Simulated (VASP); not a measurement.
The system is SnPb3Se4.

```
Sn Pb Se
1.0
     0.00000    6.09598   -6.09598
    -6.09598    0.00000   -6.09598
    -6.09598    6.09598    0.00000
Sn Pb Se
2 6 8
Direct
  0.50000 0.50000 0.00000
  0.00000 0.50000 0.00000
  0.50000 0.00000 0.00000
  0.00000 0.00000 0.00000
  0.50000 0.50000 0.50000
  0.00000 0.50000 0.50000
  0.50000 0.00000 0.50000
  0.00000 0.00000 0.50000
  0.75000 0.75000 0.25000
  0.25000 0.75000 0.25000
  0.75000 0.25000 0.25000
  0.25000 0.25000 0.25000
  0.75000 0.75000 0.75000
  0.25000 0.75000 0.75000
  0.75000 0.25000 0.75000
  0.25000 0.25000 0.75000
```

```yaml
Program: VASP 6.6.1
Task: relaxation of cell and atoms
Functional: PBEsol
Potentials_or_basis: VASP PAW PBE potentials, release 64 (Sn_d, Pb_d, Se)
Cutoff: 600 eV
k_mesh: 6 × 6 × 6
Occupations: gaussian, width 0.03 eV
Spin: no spin polarisation
```

At the start: pressure -0.7 GPa; volume 28.32 Å³/atom.

How do energy, volume and symmetry change on relaxing?

Over 5 steps the energy falls by 3.1 meV/atom and the volume is 27.91 Å³/atom (-1.4 %); space group Cmmm (No. 65, to 0.1 Å) before and after.

Step by step:
| step | energy change (eV) | largest force (eV/Å) | pressure (GPa) | volume (Å³) |
| --- | --- | --- | --- | --- |
| 1 | 0.0000 | 0.2440 | -0.69 | 453.06 |
| 2 | -0.0269 | 0.1946 | 0.24 | 445.12 |
| 3 | -0.0269 | 0.1924 | 0.28 | 444.79 |
| 4 | -0.0402 | 0.1195 | 0.18 | 445.44 |
| 5 | -0.0489 | 0.0033 | 0.03 | 446.54 |

Final structure:
```yaml
crystal:
  lattice:
    - [0.00000, 6.06699, -6.06699]
    - [-6.06637, 0.00031, -6.06667]
    - [-6.06637, 6.06667, -0.00031]
  atoms:
    - { symbol: Sn, position: [0.50000, 0.50000, 0.00000] }
    - { symbol: Sn, position: [0.00000, 0.50000, 0.00000] }
    - { symbol: Pb, position: [0.50000, 0.00000, 0.00000] }
    - { symbol: Pb, position: [0.00000, 0.00000, 0.00000] }
    - { symbol: Pb, position: [0.50000, 0.50000, 0.50000] }
    - { symbol: Pb, position: [0.00000, 0.50000, 0.50000] }
    - { symbol: Pb, position: [0.50000, 0.00000, 0.50000] }
    - { symbol: Pb, position: [0.00000, 0.00000, 0.50000] }
    - { symbol: Se, position: [0.75276, 0.74724, 0.24724] }
    - { symbol: Se, position: [0.25276, 0.74724, 0.24724] }
    - { symbol: Se, position: [0.75000, 0.25551, 0.24449] }
    - { symbol: Se, position: [0.25000, 0.25551, 0.24449] }
    - { symbol: Se, position: [0.75000, 0.74449, 0.75551] }
    - { symbol: Se, position: [0.25000, 0.74449, 0.75551] }
    - { symbol: Se, position: [0.74724, 0.25276, 0.75276] }
    - { symbol: Se, position: [0.24724, 0.25276, 0.75276] }
```

Caveat: the PAW data sets were made with another functional, which shifts forces and pressure a little.
